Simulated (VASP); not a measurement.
**CdSe: relaxation of cell and atoms with r2SCAN**

Crystal: CdSe.

```
CELL_PARAMETERS angstrom
0.00000 3.09862 3.09862
3.09862 0.00000 3.09862
3.09862 3.09862 0.00000
ATOMIC_POSITIONS crystal
Cd 0.00000 0.00000 0.00000
Se 0.75000 0.75000 0.75000
```

```json
{"Program": "VASP 6.6.1", "Task": "relaxation of cell and atoms", "Functional": "r2SCAN", "Potentials or basis": "VASP PAW PBE potentials, release 64 (Cd, Se)", "Cutoff": "600 eV", "k mesh": "6 × 6 × 6", "Occupations": "fermi-dirac, width 0.02 eV", "Spin": "no spin polarisation", "Dipole correction": "no", "Further INCAR settings": "ALGO = Normal; EDIFF = 1e-06; IBRION = 2; EDIFFG = -0.005; NSW = 80; ISIF = 3"}
```

| Property | Result |
| --- | --- |
| Relaxed volume | 28.95 Å³/atom |
| Relaxed cell | a = 4.342 Å, b = 4.342 Å, c = 4.342 Å, α = 60.00°, β = 60.00°, γ = 60.00° |
| Space group after relaxing (to 0.1 Å) | F-43m (No. 216) |
| Energy gained by relaxing | 3.4 meV/atom |
| Ionic steps | 3 |
| Pressure after relaxing | 0.0 GPa |
| Band gap on the k mesh | 1.02 eV |

Step by step:
| step | energy change (eV) | largest force (eV/Å) | pressure (GPa) | volume (Å³) |
| --- | --- | --- | --- | --- |
| 1 | 0.0000 | 0.0000 | -1.32 | 59.50 |
| 2 | -0.0061 | 0.0000 | 0.45 | 57.42 |
| 3 | -0.0068 | 0.0000 | 0.00 | 57.90 |

Final structure:
```
Cd Se
1.0
     0.00000    3.07058    3.07058
     3.07058    0.00000    3.07058
     3.07058    3.07058    0.00000
Cd Se
1 1
Cartesian
  0.0000 0.0000 0.0000
  4.6059 4.6059 4.6059
```

Levels at points of the mesh, in eV from the valence-band top:
| k point | band 7 | band 8 | band 9 | band 10 | band 11 | band 12 |
| --- | --- | --- | --- | --- | --- | --- |
| (0.00, 0.00, 0.00) | 0.00 | 0.00 | 0.00 | 1.02 | 6.47 | 6.47 |
| (0.50, 0.00, 0.00) | -4.26 | -0.72 | -0.72 | 2.82 | 6.92 | 6.92 |
| (0.50, 0.50, 0.00) | -3.95 | -1.79 | -1.79 | 3.50 | 4.12 | 9.55 |

Wall time 4.7 min on 1 thread of AMD EPYC 7R43 64-Core Processor (Zen 3), with other jobs on the host, peak memory 0.2 GiB.

Caveat: the PAW data sets were made with another functional, which shifts forces and pressure a little.
